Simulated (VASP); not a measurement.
# Mg in VASP: further runs

The runs below take Mg through single point, with PBE.

All numbers are computed with VASP 6.6.1; they aren't measurements. Logs are shortened: lines on timing, memory, paths and dates and some standing lists are left out, and cuts for length are marked.

### Step 1. The cell of the first run

The cell holds a wire with vacuum, 2 atoms: a = 11.600 Å, b = 9.300 Å, c = 3.040 Å, α = 90.00°, β = 90.00°, γ = 90.00°.

### Step 2. Single point, PBE, collinear spin, ferromagnetic start

INCAR reads:

```
PREC = Accurate
ENCUT = 520
EDIFF = 1E-6
ISMEAR = 0
SIGMA = 0.05
LREAL = F
LASPH = T
NELM = 150
ALGO = Normal
ISIF = 2
LWAVE = F
LCHARG = F
ISPIN = 2
MAGMOM = 0.5 0.5
LORBIT = 11
GGA = PE
NBANDS = 13
```

KPOINTS reads:

```
regular mesh
0
Gamma
  1 1 21
```

POSCAR reads:

```
Mg
1.0
   11.6000000000      0.0000000000      0.0000000000
    0.0000000000      9.3000000000      0.0000000000
    0.0000000000      0.0000000000      3.0403995205
Mg
2
Direct
    0.3846675730      0.5000000000      0.0000000000
    0.6153324270      0.5000000000      0.5000000000
```

Potentials or basis: VASP PAW PBE potentials, release 64 (Mg).

The run is started by

```
cat potpaw_PBE.64/Mg/POTCAR > POTCAR
mpirun -np 1 vasp_std > vasp.out
```

OUTCAR:

```text
PREC = Accurate
   ENCUT = 520
   EDIFF = 1E-6
   ISMEAR = 0
   LREAL = F
   LASPH = T
   NELM = 150
   ISIF = 2
   ISPIN = 2
   LORBIT = 11
   GGA = PE

 ion  position               nearest neighbor table
   1  0.385  0.500  0.000-   2 3.08   2 3.08
   2  0.615  0.500  0.500-   1 3.08   1 3.08

  LATTYP: Found a simple orthorhombic cell.
 ALAT       =     3.0403995205
 B/A-ratio  =     3.0588085340
 C/A-ratio  =     3.8152880639

  Lattice vectors:

 A1 = (   0.0000000000,   0.0000000000,  -3.0403995205)
 A2 = (   0.0000000000,   9.3000000000,   0.0000000000)
 A3 = (  11.6000000000,   0.0000000000,   0.0000000000)

Analysis of symmetry for initial positions (statically):
=====================================================================
 Subroutine PRICEL returns:
 Original cell was already a primitive cell.

 Routine SETGRP: Setting up the symmetry group for a
 simple orthorhombic supercell.

 Subroutine GETGRP returns: Found  8 space group operations
 (whereof  4 operations were pure point group operations)
 out of a pool of  8 trial point group operations.

The static configuration has the point symmetry C_2v.
 The point group associated with its full space group is D_2h.

Analysis of symmetry for dynamics (positions and initial velocities):
=====================================================================
 Subroutine PRICEL returns:
 Original cell was already a primitive cell.

 Routine SETGRP: Setting up the symmetry group for a
 simple orthorhombic supercell.

 Subroutine GETGRP returns: Found  8 space group operations
 (whereof  4 operations were pure point group operations)
 out of a pool of  8 trial point group operations.

The dynamic configuration has the point symmetry C_2v.
 The point group associated with its full space group is D_2h.

Analysis of structural, dynamic, and magnetic symmetry:
=====================================================================
 Subroutine PRICEL returns:
 Original cell was already a primitive cell.

 Routine SETGRP: Setting up the symmetry group for a
 simple orthorhombic supercell.

 Subroutine GETGRP returns: Found  8 space group operations
 (whereof  4 operations were pure point group operations)
 out of a pool of  8 trial point group operations.

The overall configuration has the point symmetry C_2v.
 The point group associated with its full space group is D_2h.

 Subroutine INISYM returns: Found  8 space group operations
 (whereof  4 operations are pure point group operations),
 and found     1 'primitive' translations

----------------------------------------------------------------------------------------

                                     Primitive cell

  volume of cell :     327.9983

  direct lattice vectors                    reciprocal lattice vectors
    11.600000000  0.000000000  0.000000000     0.086206897  0.000000000  0.000000000
     0.000000000  9.300000000  0.000000000     0.000000000  0.107526882  0.000000000
     0.000000000  0.000000000  3.040399520     0.000000000  0.000000000  0.328904143

  length of vectors
    11.600000000  9.300000000  3.040399520     0.086206897  0.107526882  0.328904143

  position of ions in fractional coordinates (direct lattice)
     0.384667573  0.500000000  0.000000000
     0.615332427  0.500000000  0.500000000

  ion indices of the primitive-cell ions
   primitive index   ion index
                 1           1
                 2           2

----------------------------------------------------------------------------------------

 KPOINTS: regular mesh

Automatic generation of k-mesh.
 Grid dimensions read from file:
 generate k-points for:    1    1   21

 Generating k-lattice:

  Cartesian coordinates                     Fractional coordinates (reciprocal lattice)
     0.086206897  0.000000000  0.000000000     1.000000000  0.000000000  0.000000000
     0.000000000  0.107526882  0.000000000     0.000000000  1.000000000  0.000000000
     0.000000000  0.000000000  0.015662102     0.000000000  0.000000000  0.047619048

  Length of vectors
     0.086206897  0.107526882  0.015662102
[... 30 lines left out ...]
 SYSTEM =  unknown system
   PREC   = accura    normal or accurate (medium, high low for compatibility)
   ISTART =      0    job   : 0-new  1-cont  2-samecut
   ICHARG =      2    charge: 1-file 2-atom 10-const
   ISPIN  =      2    spin polarized calculation?
   LNONCOLLINEAR =      F non collinear calculations
   LSORBIT =      F    spin-orbit coupling
   LASPH  =      T    aspherical Exc in radial PAW
   ENCUT  =  520.0 eV  38.22 Ry    6.18 a.u.  21.57 17.29  5.65*2*pi/ulx,y,z
   NELM   =    150;   NELMIN=  2; NELMDL= -5     # of ELM steps
   EDIFF  = 0.1E-05   stopping-criterion for ELM
   LREAL  =      F    real-space projection
   EDIFFG = 0.1E-04   stopping-criterion for IOM
   NSW    =      0    number of steps for IOM
   IBRION =     -1    ionic relax: 0-MD 1-quasi-New 2-CG
   NFREE  =      0    steps in history (QN), initial steepest desc. (CG)
   ISIF   =      2    stress and relaxation
   ISYM   =      2    0-nonsym 1-usesym 2-fastsym
   POTIM  = 0.5000    time-step for ionic-motion
   TEBEG  =    0.0;   TEEND  =   0.0 temperature during run
   PSTRESS=    0.0 pullay stress
   NELECT =       4.0000    total number of electrons
   NUPDOWN=      -1.0000    fix difference up-down
   EMIN   =  10.00;   EMAX   =-10.00  energy-range for DOS
   EFERMI =   0.00;   METHOD = LEGACY
   ISMEAR =     0;   SIGMA  =   0.05  broadening in eV -4-tet -1-fermi 0-gaus
   EFERMI_NEDOS =   21; number of points for ismear=-14 and -15
   IALGO  =     38    algorithm
   IMIX   =      4    mixing-type and parameters
     AMIX     =   0.40;   BMIX     =  1.00
     AMIX_MAG =   1.60;   BMIX_MAG =  1.00
  volume/ion in A,a.u.               =     164.00      1106.72
  Fermi-wavevector in a.u.,A,eV,Ry     =   0.376823  0.712093  1.931969  0.141996
  Thomas-Fermi vector in A             =   1.308949
   LORBIT       =     11    0 simple, 1 ext, 2 COOP (PROOUT), +10 PAW based schemes
   GGA     = PE    functional components
   LHFCALC =     F    Hartree Fock is set to
   AEXX    =    0.0000 exact exchange contribution
   IVDW    =     0    specifies the selected vdW correction
   LEPSILON=     F    determine dielectric tensor
   LRPA    =     F    only Hartree local field effects (RPA)
 spin polarized calculation
 Gauss-broadening in eV      SIGMA  =   0.05
  energy-cutoff  :      520.00
  volume of cell :      328.00
 maximum number of plane-waves:      8899
 NGX is ok and might be reduce to    90
   NGX = 43   NGY = 35   NGZ = 11

 number of electron       4.0000000 magnetization       0.3636715

 Free energy of the ion-electron system (eV)
  ---------------------------------------------------
  ext. energy  EPLUGINS =         0.00000000
  ---------------------------------------------------
  free energy    TOTEN  =        -1.02119599 eV

  energy without entropy =       -1.01926850  energy(sigma->0) =       -1.02023224

 E-fermi :  -2.1657     XC(G=0):  -2.6178

 val. band max:       -2.2601773007   @ k =   0.0000   0.0000   0.3810
 cond. band min:      -2.1577480038   @ k =   0.0000   0.0000   0.1429
 fundamental gap:      0.1024292969
 Fermi energy:        -2.1656774935

 spin component 1

 k-point     1 :       0.0000    0.0000    0.0000
  band No.  band energies     occupation
      1      -6.7576      1.00000
      2      -4.4782      1.00000
      3      -2.4758      1.00000
      4      -1.9716      0.00000
      5      -0.6145      0.00000
      6       0.1547      0.00000
      7       1.0090      0.00000
      8       1.0203      0.00000
      9       1.4475      0.00000
     10       1.5957      0.00000
     11       2.4512      0.00000
     12       3.6601      0.00000
     13       3.7614      0.00000
[... 145 lines left out ...]
 k-point    11 :       0.0000    0.0000    0.4762
  band No.  band energies     occupation
      1      -3.1928      1.00000
      2      -2.5093      1.00000
      3      -0.7486      0.00000
      4      -0.0774      0.00000
      5       1.0498      0.00000
      6       1.5290      0.00000
      7       1.7697      0.00000
      8       2.2541      0.00000
      9       2.9686      0.00000
     10       3.6816      0.00000
     11       3.8190      0.00000
     12       4.3964      0.00000
     13       4.6484      0.00000
 Fermi energy:        -2.1656774935

 spin component 2

 k-point     1 :       0.0000    0.0000    0.0000
  band No.  band energies     occupation
      1      -6.5907      1.00000
      2      -4.3323      1.00000
      3      -2.0808      0.00816
      4      -1.8921      0.00000
      5      -0.3426      0.00000
      6       0.3799      0.00000
      7       1.1076      0.00000
      8       1.1095      0.00000
      9       1.6063      0.00000
     10       1.7612      0.00000
     11       2.5245      0.00000
     12       3.8328      0.00000
     13       3.9623      0.00000
[... 146 lines left out ...]
  band No.  band energies     occupation
      1      -3.0310      1.00000
      2      -2.3519      1.00000
      3      -0.5954      0.00000
      4       0.0721      0.00000
      5       1.4405      0.00000
      6       1.6105      0.00000
      7       2.1565      0.00000
      8       2.3338      0.00000
      9       3.2456      0.00000
     10       3.9555      0.00000
     11       4.0350      0.00000
     12       4.5737      0.00000
     13       4.7391      0.00000

------------------------ aborting loop because EDIFF is reached ----------------------------------------

  FORCE on cell =-STRESS in cart. coord.  units (eV):
  Direction    XX          YY          ZZ          XY          YZ          ZX
  --------------------------------------------------------------------------------------
  -------------------------------------------------------------------------------------
  Total        0.0701839      0.0333922      0.0051327      0.0000000      0.0000000      0.0000000
  in kB        0.3428283      0.1631112      0.0250720      0.0000000      0.0000000      0.0000000
  external PRESSURE =       0.1770038 kB  Pullay stress =       0.0000000 kB

 VOLUME and BASIS-vectors are now :
 -----------------------------------------------------------------------------
  energy-cutoff  :      520.00
  volume of cell :      328.00
      direct lattice vectors                 reciprocal lattice vectors
    11.600000000  0.000000000  0.000000000     0.086206897  0.000000000  0.000000000
     0.000000000  9.300000000  0.000000000     0.000000000  0.107526882  0.000000000
     0.000000000  0.000000000  3.040399520     0.000000000  0.000000000  0.328904143

 POSITION                                       TOTAL-FORCE (eV/Angst)
 -----------------------------------------------------------------------------------
      4.46214      4.65000      0.00000        -0.000865      0.000000      0.000000
      7.13786      4.65000      1.52020         0.000865      0.000000      0.000000
 -----------------------------------------------------------------------------------
    total drift:                                0.000000     -0.000000      0.000000

  FREE ENERGIE OF THE ION-ELECTRON SYSTEM (eV)
  ---------------------------------------------------
  free  energy   TOTEN  =        -1.0211959861 eV

  energy  without entropy=       -1.0192684988  energy(sigma->0) =       -1.02023224

 total charge

# of ion       s       p       d       tot
------------------------------------------
    1        0.265   0.078   0.004   0.347
    2        0.265   0.078   0.004   0.347
--------------------------------------------------
tot          0.530   0.156   0.008   0.694

 magnetization (x)

# of ion       s       p       d       tot
------------------------------------------
    1        0.001   0.012   0.000   0.013
    2        0.001   0.012   0.000   0.013
--------------------------------------------------
tot          0.003   0.024   0.000   0.027
```

Run time: 2.3 min. Hardware: 1 thread of Intel Xeon Platinum 8259CL at 2.50GHz (Skylake/Cascade Lake), shared host; peak memory 0.49 GiB.

Results:

* Free energy: -1.0212 eV
* Net moment: 0.36 μB per cell
* Valence electrons inside the program's atomic spheres: Mg 0.35

### Step 3. Single point, PBE, collinear spin, ferromagnetic start

This run uses another cell than the first one, of 164.55 Å³/atom, 1.003 times its volume.

INCAR reads:

```
PREC = Accurate
ENCUT = 520
EDIFF = 1E-6
ISMEAR = 0
SIGMA = 0.05
LREAL = False
LASPH = True
NELM = 150
ALGO = Normal
ISIF = 2
LWAVE = False
LCHARG = True
ISPIN = 2
MAGMOM = 0.5 0.5
LORBIT = 11
GGA = PE
LELF = True
LVHAR = True
NBANDS = 13
```

KPOINTS reads:

```
Automatic mesh
0
Gamma
  1 1 21
```

POSCAR reads:

```
Mg
1.0
   11.6000000000      0.0000000000      0.0000000000
    0.0000000000      9.3000000000      0.0000000000
    0.0000000000      0.0000000000      3.0505805441
Mg
2
Direct
    0.3883570881      0.5000000000      0.0000000000
    0.6116429119      0.5000000000      0.5000000000
```

Potentials or basis: VASP PAW PBE potentials, release 64 (Mg).

The run is started by

```
cat potpaw_PBE.64/Mg/POTCAR > POTCAR
mpirun -np 1 vasp_std > vasp.out
```

Wall time 2.8 min (1 thread of Intel Xeon Platinum 8259CL at 2.50GHz (Skylake/Cascade Lake), shared host); peak memory 0.49 GiB.

Results (log left out):

| Property | Result |
| --- | --- |
| Free energy | -1.0148 eV |
| Largest force | 0.148 eV/Å |
| Net moment | 0.38 μB per cell |
| Valence electrons inside the program's atomic spheres | Mg 0.35 |

Forces in eV/Å, atoms in the order of the input:
```
Mg  -0.148  0.000  0.000
Mg   0.148  0.000  0.000
```

Levels at points of the mesh, in eV from the Fermi level:
Spin up:
| k point | band 1 | band 2 | band 3 | band 4 | band 5 |
| --- | --- | --- | --- | --- | --- |
| (0.00, 0.00, 0.00) | -4.64 | -2.22 | -0.33 | 0.28 | 1.64 |
Spin down:
```tsv
k point	band 1	band 2	band 3	band 4	band 5	band 6
(0.00, 0.00, 0.00)	-4.46	-2.08	0.10	0.35	1.92	2.60
```

### Step 4. Single point, PBE, collinear spin, ferromagnetic start

This run uses another cell than the first one, of 248.11 Å³/atom, 1.513 times its volume.

INCAR reads:

```
PREC = Accurate
ENCUT = 520
EDIFF = 1E-6
ISMEAR = 0
SIGMA = 0.05
LREAL = F
LASPH = T
NELM = 150
ALGO = Normal
ISIF = 2
LWAVE = F
LCHARG = T
ISPIN = 2
MAGMOM = 0.5 0.5
LORBIT = 11
GGA = PE
LELF = T
LVHAR = T
NBANDS = 13
```

KPOINTS reads:

```
Automatic mesh
0
Gamma
  1 1 13
```

POSCAR reads:

```
Mg
1.0
   10.3000000000      0.0000000000      0.0000000000
    0.0000000000      9.3000000000      0.0000000000
    0.0000000000      0.0000000000      5.1802311127
Mg
2
Direct
    0.4371331176      0.5000000000      0.0000000000
    0.5628668824      0.5000000000      0.5000000000
```

Potentials or basis: VASP PAW PBE potentials, release 64 (Mg).

The run is started by

```
cat potpaw_PBE.64/Mg/POTCAR > POTCAR
mpirun -np 1 vasp_std > vasp.out
```

OUTCAR:

```text
PREC = Accurate
   ENCUT = 520
   EDIFF = 1E-6
   ISMEAR = 0
   LREAL = F
   LASPH = T
   NELM = 150
   ISIF = 2
   ISPIN = 2
   LORBIT = 11
   GGA = PE

 ion  position               nearest neighbor table
   1  0.437  0.500  0.000-   2 2.90   2 2.90
   2  0.563  0.500  0.500-   1 2.90   1 2.90

  LATTYP: Found a simple orthorhombic cell.
 ALAT       =     5.1802311127
 B/A-ratio  =     1.7952866962
 C/A-ratio  =     1.9883282765

  Lattice vectors:

[... 423 lines left out ...]
  in kB        1.6115304     -0.2413562      6.7612129      0.0000000      0.0000000      0.0000000
  external PRESSURE =       2.7104623 kB  Pullay stress =       0.0000000 kB

 VOLUME and BASIS-vectors are now :
 -----------------------------------------------------------------------------
  energy-cutoff  :      520.00
  volume of cell :      496.21
      direct lattice vectors                 reciprocal lattice vectors
    10.300000000  0.000000000  0.000000000     0.097087379  0.000000000  0.000000000
     0.000000000  9.300000000  0.000000000     0.000000000  0.107526882  0.000000000
     0.000000000  0.000000000  5.180231113     0.000000000  0.000000000  0.193041580

 POSITION                                       TOTAL-FORCE (eV/Angst)
 -----------------------------------------------------------------------------------
      4.50247      4.65000      0.00000        -0.300613      0.000000      0.000000
      5.79753      4.65000      2.59012         0.300613      0.000000      0.000000
 -----------------------------------------------------------------------------------
    total drift:                                0.000000     -0.000000     -0.000000

  FREE ENERGIE OF THE ION-ELECTRON SYSTEM (eV)
  ---------------------------------------------------
  free  energy   TOTEN  =        -0.3055668541 eV

  energy  without entropy=       -0.3055668541  energy(sigma->0) =       -0.30556685

 total charge

# of ion       s       p       d       tot
------------------------------------------
    1        0.315   0.051   0.002   0.368
    2        0.315   0.051   0.002   0.368
--------------------------------------------------
tot          0.630   0.101   0.005   0.736

 magnetization (x)

# of ion       s       p       d       tot
------------------------------------------
    1       -0.000   0.000   0.000  -0.000
    2       -0.000   0.000   0.000  -0.000
--------------------------------------------------
tot         -0.000   0.000   0.000  -0.000
```

Run time: 1.7 min. Hardware: 1 thread of Intel Xeon 6975P-C (Granite Rapids), shared host; peak memory 0.63 GiB.

What came out:

```
Free energy                                           : -0.3056 eV
Largest force                                         : 0.301 eV/Å
Band gap on the k mesh                                : 0.54 eV, indirect (least direct gap 0.60 eV)
Net moment                                            : 0.00 μB per cell
Valence electrons inside the program's atomic spheres : Mg 0.37
```

Forces on the atoms (eV/Å):
```
Mg  -0.301  0.000  0.000
Mg   0.301  0.000  0.000
```

### Step 5. The runs side by side

| cell | k mesh | gap on the mesh (eV) | moment (μB) | largest force (eV/Å) |
| --- | --- | --- | --- | --- |
| a = 11.600, b = 9.300, c = 3.040 Å, 2 atoms | 1 × 1 × 21 | none | 0.36 | - |
| a = 11.600, b = 9.300, c = 3.051 Å, 2 atoms | 1 × 1 × 21 | none | 0.38 | 0.15 |
| a = 10.300, b = 9.300, c = 5.180 Å, 2 atoms | 1 × 1 × 13 | 0.54 | 0.00 | 0.30 |

Alike in all rows: task single point; level PBE; potentials or basis VASP PAW PBE potentials, release 64 (Mg); spin collinear, ferromagnetic start; cutoff (eV) 520; smearing gaussian 0.05 eV.

Total energies depend on the potentials used, so only differences within one code and one set of settings carry meaning.
